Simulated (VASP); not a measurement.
# ScGa3As2 (P6/mmm) in VASP: notebook, part 2 of 2

VASP 6.6.1. Earlier steps stand in the parts before.

## 3. Single point, PBE

This run uses another cell than the first one, of 20.30 Å³/atom.

The input, INCAR:

```
PREC = Accurate
ENCUT = 520
EDIFF = 1E-7
ISMEAR = 0
SIGMA = 0.1
LREAL = False
LASPH = True
NELM = 80
ALGO = Fast
ISIF = 2
LWAVE = False
LCHARG = False
GGA = PE
NBANDS = 39
```

The input, KPOINTS:

```
Automatic mesh
0
Gamma
  12 12 8
```

The input, POSCAR:

```
ScGa3As2
1.0
    5.0078497602      0.0000000000      0.0000000000
   -2.5039248801      4.3369251107      0.0000000000
    0.0000000000      0.0000000000      5.6094268178
Sc Ga As
1 3 2
Direct
    0.0000000000      0.0000000000      0.5000000000
    0.3333333333      0.6666666667      0.5000000000
    0.6666666667      0.3333333333      0.5000000000
    0.0000000000      0.0000000000      0.0000000000
    0.3333333333      0.6666666667      0.0000000000
    0.6666666667      0.3333333333      0.0000000000
```

Potentials or basis: VASP PAW PBE potentials, release 64 (Sc_sv, Ga_d, As).

On the command line:

```bash
cat potpaw_PBE.64/Sc_sv/POTCAR potpaw_PBE.64/Ga_d/POTCAR potpaw_PBE.64/As/POTCAR > POTCAR
mpirun -np 1 vasp_std > vasp.out
```

OUTCAR:

```text
PREC = Accurate
   ENCUT = 520
   EDIFF = 1E-7
   ISMEAR = 0
   LREAL = False
   LASPH = True
   NELM = 80
   ISIF = 2
   GGA = PE

 ion  position               nearest neighbor table
   1  0.000  0.000  0.500-   4 2.80   4 2.80   2 2.89   3 2.89   3 2.89   2 2.89   3 2.89   2 2.89

   2  0.333  0.667  0.500-   5 2.80   5 2.80   1 2.89   3 2.89   3 2.89   1 2.89   1 2.89   3 2.89

   3  0.667  0.333  0.500-   6 2.80   6 2.80   2 2.89   1 2.89   2 2.89   1 2.89   1 2.89   2 2.89

   4  0.000  0.000  0.000-   1 2.80   1 2.80   6 2.89   5 2.89   6 2.89   5 2.89   6 2.89   5 2.89

   5  0.333  0.667  0.000-   2 2.80   2 2.80   4 2.89   6 2.89   6 2.89   4 2.89   4 2.89   6 2.89

   6  0.667  0.333  0.000-   3 2.80   3 2.80   4 2.89   5 2.89   5 2.89   4 2.89   4 2.89   5 2.89

  LATTYP: Found a hexagonal cell.
 ALAT       =     5.0078497602
 C/A-ratio  =     1.1201268182

  Lattice vectors:

 A1 = (   5.0078497602,   0.0000000000,   0.0000000000)
 A2 = (  -2.5039248801,   4.3369251107,   0.0000000000)
 A3 = (   0.0000000000,   0.0000000000,   5.6094268178)

Analysis of symmetry for initial positions (statically):
=====================================================================
 Subroutine PRICEL returns:
 Original cell was already a primitive cell.

 Routine SETGRP: Setting up the symmetry group for a
 hexagonal supercell.

 Subroutine GETGRP returns: Found 24 space group operations
 (whereof 24 operations were pure point group operations)
 out of a pool of 24 trial point group operations.

The static configuration has the point symmetry D_6h.

Analysis of symmetry for dynamics (positions and initial velocities):
=====================================================================
 Subroutine PRICEL returns:
 Original cell was already a primitive cell.

 Routine SETGRP: Setting up the symmetry group for a
 hexagonal supercell.

 Subroutine GETGRP returns: Found 24 space group operations
 (whereof 24 operations were pure point group operations)
 out of a pool of 24 trial point group operations.

The dynamic configuration has the point symmetry D_6h.

 Subroutine INISYM returns: Found 24 space group operations
 (whereof 24 operations are pure point group operations),
 and found     1 'primitive' translations

----------------------------------------------------------------------------------------

                                     Primitive cell

  volume of cell :     121.8293

  direct lattice vectors                    reciprocal lattice vectors
     5.007849760  0.000000000  0.000000000     0.199686502  0.115289056  0.000000000
    -2.503924880  4.336925111  0.000000000     0.000000000  0.230578111  0.000000000
     0.000000000  0.000000000  5.609426818     0.000000000  0.000000000  0.178271334

  length of vectors
     5.007849760  5.007849760  5.609426818     0.230578111  0.230578111  0.178271334

  position of ions in fractional coordinates (direct lattice)
     0.000000000  0.000000000  0.500000000
     0.333333333  0.666666667  0.500000000
     0.666666667  0.333333333  0.500000000
     0.000000000  0.000000000  0.000000000
     0.333333333  0.666666667  0.000000000
[... 38 lines left out ...]
            Coordinates               Weight
  0.000000  0.000000  0.000000      1.000000
  0.083333  0.000000  0.000000      6.000000
  0.166667 -0.000000  0.000000      6.000000
  0.250000 -0.000000  0.000000      6.000000
  0.333333 -0.000000  0.000000      6.000000
  0.416667  0.000000  0.000000      6.000000
[... 16 lines left out ...]
  0.250000 -0.000000  0.125000     12.000000
  0.333333 -0.000000  0.125000     12.000000
 [... further k-points ...]
   k-points           NKPTS =     95   k-points in BZ     NKDIM =     95   number of bands    NBANDS=     39
   number of dos      NEDOS =    301   number of ions     NIONS =      6
   total plane-waves  NPLWV =  67200
   dimension x,y,z NGX =    40 NGY =   40 NGZ =   42
   dimension x,y,z NGXF=    80 NGYF=   80 NGZF=   84
   ions per type =               1   3   2
   NGX,Y,Z   is equivalent  to a cutoff of  13.28, 13.28, 12.45 a.u.
   NGXF,Y,Z  is equivalent  to a cutoff of  26.56, 26.56, 24.89 a.u.
 SYSTEM =  unknown system
   PREC   = accura    normal or accurate (medium, high low for compatibility)
   ISTART =      0    job   : 0-new  1-cont  2-samecut
   ICHARG =      2    charge: 1-file 2-atom 10-const
   ISPIN  =      1    spin polarized calculation?
   LNONCOLLINEAR =      F non collinear calculations
   LSORBIT =      F    spin-orbit coupling
   LASPH  =      T    aspherical Exc in radial PAW
   ENCUT  =  520.0 eV  38.22 Ry    6.18 a.u.   9.31  9.31 10.43*2*pi/ulx,y,z
   NELM   =     80;   NELMIN=  2; NELMDL= -5     # of ELM steps
   EDIFF  = 0.1E-06   stopping-criterion for ELM
   LREAL  =      F    real-space projection
   EDIFFG = 0.1E-05   stopping-criterion for IOM
   NSW    =      0    number of steps for IOM
   IBRION =     -1    ionic relax: 0-MD 1-quasi-New 2-CG
   NFREE  =      0    steps in history (QN), initial steepest desc. (CG)
   ISIF   =      2    stress and relaxation
   ISYM   =      2    0-nonsym 1-usesym 2-fastsym
   POTIM  = 0.5000    time-step for ionic-motion
   TEBEG  =    0.0;   TEEND  =   0.0 temperature during run
   PSTRESS=    0.0 pullay stress
   NELECT =      60.0000    total number of electrons
   NUPDOWN=      -1.0000    fix difference up-down
   EMIN   =  10.00;   EMAX   =-10.00  energy-range for DOS
   EFERMI =   0.00;   METHOD = LEGACY
   ISMEAR =     0;   SIGMA  =   0.10  broadening in eV -4-tet -1-fermi 0-gaus
   EFERMI_NEDOS =   21; number of points for ismear=-14 and -15
   IALGO  =     68    algorithm
   IMIX   =      4    mixing-type and parameters
     AMIX     =   0.40;   BMIX     =  1.00
     AMIX_MAG =   1.60;   BMIX_MAG =  1.00
  volume/ion in A,a.u.               =      20.30       137.02
  Fermi-wavevector in a.u.,A,eV,Ry     =   1.292830  2.443094 22.740898  1.671409
  Thomas-Fermi vector in A             =   2.424513
   LORBIT       =      0    0 simple, 1 ext, 2 COOP (PROOUT), +10 PAW based schemes
   GGA     = PE    functional components
   LHFCALC =     F    Hartree Fock is set to
   AEXX    =    0.0000 exact exchange contribution
   IVDW    =     0    specifies the selected vdW correction
   LEPSILON=     F    determine dielectric tensor
   LRPA    =     F    only Hartree local field effects (RPA)
 non-spin polarized calculation
 RMM-DIIS sequential band-by-band and
 Gauss-broadening in eV      SIGMA  =   0.10
  energy-cutoff  :      520.00
  volume of cell :      121.83
 maximum number of plane-waves:      3332
 NGX is ok and might be reduce to    40
   NGX = 19   NGY = 19   NGZ = 21

 number of electron      60.0000013 magnetization

 Free energy of the ion-electron system (eV)
  ---------------------------------------------------
  ext. energy  EPLUGINS =         0.00000000
  ---------------------------------------------------
  free energy    TOTEN  =       -23.90306097 eV

  energy without entropy =      -23.88145423  energy(sigma->0) =      -23.89225760

 E-fermi :   5.1955     XC(G=0): -10.5409

 val. band max:        5.1933388111   @ k =   0.1667   0.0833   0.5000
 cond. band min:       5.1971071620   @ k =   0.3333   0.2500   0.3750
 fundamental gap:      0.0037683509
 Fermi energy:         5.1955269511

 k-point     1 :       0.0000    0.0000    0.0000
  band No.  band energies     occupation
      1     -44.8365      2.00000
      2     -23.4996      2.00000
      3     -23.4996      2.00000
      4     -23.4549      2.00000
      5      -9.6856      2.00000
      6      -9.5769      2.00000
[... 997 lines left out ...]
     38       8.7671      0.00000
     39       9.5636      0.00000

 [... further k-points ...]

------------------------ aborting loop because EDIFF is reached ----------------------------------------

  FORCE on cell =-STRESS in cart. coord.  units (eV):
  Direction    XX          YY          ZZ          XY          YZ          ZX
  --------------------------------------------------------------------------------------
  -------------------------------------------------------------------------------------
  Total        0.0902918      0.0902918      0.0752824      0.0000000      0.0000000      0.0000000
  in kB        1.1874281      1.1874281      0.9900387      0.0000000      0.0000000      0.0000000
  external PRESSURE =       1.1216316 kB  Pullay stress =       0.0000000 kB

 VOLUME and BASIS-vectors are now :
 -----------------------------------------------------------------------------
  energy-cutoff  :      520.00
  volume of cell :      121.83
      direct lattice vectors                 reciprocal lattice vectors
     5.007849760  0.000000000  0.000000000     0.199686502  0.115289056  0.000000000
    -2.503924880  4.336925111  0.000000000     0.000000000  0.230578111  0.000000000
     0.000000000  0.000000000  5.609426818     0.000000000  0.000000000  0.178271334

 POSITION                                       TOTAL-FORCE (eV/Angst)
 -----------------------------------------------------------------------------------
      0.00000      0.00000      2.80471         0.000000      0.000000      0.000000
     -0.00000      2.89128      2.80471         0.000000     -0.000000      0.000000
      2.50392      1.44564      2.80471        -0.000000      0.000000      0.000000
      0.00000      0.00000      0.00000         0.000000      0.000000      0.000000
     -0.00000      2.89128      0.00000         0.000000     -0.000000      0.000000
      2.50392      1.44564      0.00000         0.000000     -0.000000      0.000000
 -----------------------------------------------------------------------------------
    total drift:                               -0.000000      0.000000      0.000000

  FREE ENERGIE OF THE ION-ELECTRON SYSTEM (eV)
  ---------------------------------------------------
  free  energy   TOTEN  =       -23.9030609672 eV

  energy  without entropy=      -23.8814542319  energy(sigma->0) =      -23.89225760
```

OSZICAR:

```text
N       E                     dE             d eps       ncg     rms          rms(c)
DAV:   1     0.608470766554E+03    0.60847E+03   -0.28134E+04  8081   0.233E+03
DAV:   2     0.578685666770E+02   -0.55060E+03   -0.53628E+03  7610   0.633E+02
DAV:   3    -0.209088561268E+02   -0.78777E+02   -0.75872E+02  9159   0.187E+02
DAV:   4    -0.250731182301E+02   -0.41643E+01   -0.40588E+01  9987   0.441E+01
DAV:   5    -0.252125763364E+02   -0.13946E+00   -0.13897E+00  9619   0.824E+00    0.689E+00
RMM:   6    -0.239085737923E+02    0.13040E+01   -0.37208E+00  9317   0.108E+01    0.252E+00
RMM:   7    -0.238960641194E+02    0.12510E-01   -0.11627E+00 10464   0.409E+00    0.150E+00
RMM:   8    -0.238991559509E+02   -0.30918E-02   -0.16061E-01 10761   0.222E+00    0.763E-01
RMM:   9    -0.239023966886E+02   -0.32407E-02   -0.44059E-02 11533   0.965E-01    0.160E-01
RMM:  10    -0.239027738673E+02   -0.37718E-03   -0.74042E-03 11114   0.530E-01    0.102E-01
RMM:  11    -0.239030509726E+02   -0.27711E-03   -0.35282E-03 12018   0.228E-01    0.497E-02
RMM:  12    -0.239030573619E+02   -0.63894E-05   -0.62394E-04 10927   0.135E-01    0.342E-02
RMM:  13    -0.239030483083E+02    0.90536E-05   -0.33701E-04 10987   0.738E-02    0.455E-03
RMM:  14    -0.239030570929E+02   -0.87846E-05   -0.90052E-05 11922   0.303E-02    0.370E-03
RMM:  15    -0.239030599745E+02   -0.28816E-05   -0.30961E-05  9995   0.147E-02    0.190E-03
RMM:  16    -0.239030605844E+02   -0.60989E-06   -0.63295E-06  8199   0.855E-03    0.802E-04
RMM:  17    -0.239030609160E+02   -0.33166E-06   -0.39757E-06  7236   0.488E-03    0.395E-04
RMM:  18    -0.239030609672E+02   -0.51168E-07   -0.65817E-07  6634   0.351E-03
   1 F= -.23903061E+02 E0= -.23892258E+02  d E =-.216067E-01
```

stdout:

```text
POSCAR found type information on POSCAR ScGaAs
 POSCAR found :  3 types and       6 ions
 scaLAPACK will be used
 LDA part: xc-table for (Slater+PW92), standard interpolation
 POSCAR, INCAR and KPOINTS ok, starting setup
 FFT: planning ... GRIDC
 FFT: planning ... GRID_SOFT
 FFT: planning ... GRID
 WAVECAR not read
 entering main loop
```

It took 9.2 min on 1 thread of Intel Xeon Platinum 8488C (Sapphire Rapids), shared host; peak memory 0.54 GiB.

What came out:

| Quantity | Value |
| --- | --- |
| Free energy | -23.9031 eV |
| Pressure | 0.1 GPa |
| Band gap on the k mesh | zero (bands 30 and 31 overlap by 2.35 eV) |

The gap in the log of VASP goes by the Fermi energy; the results here count the filled bands.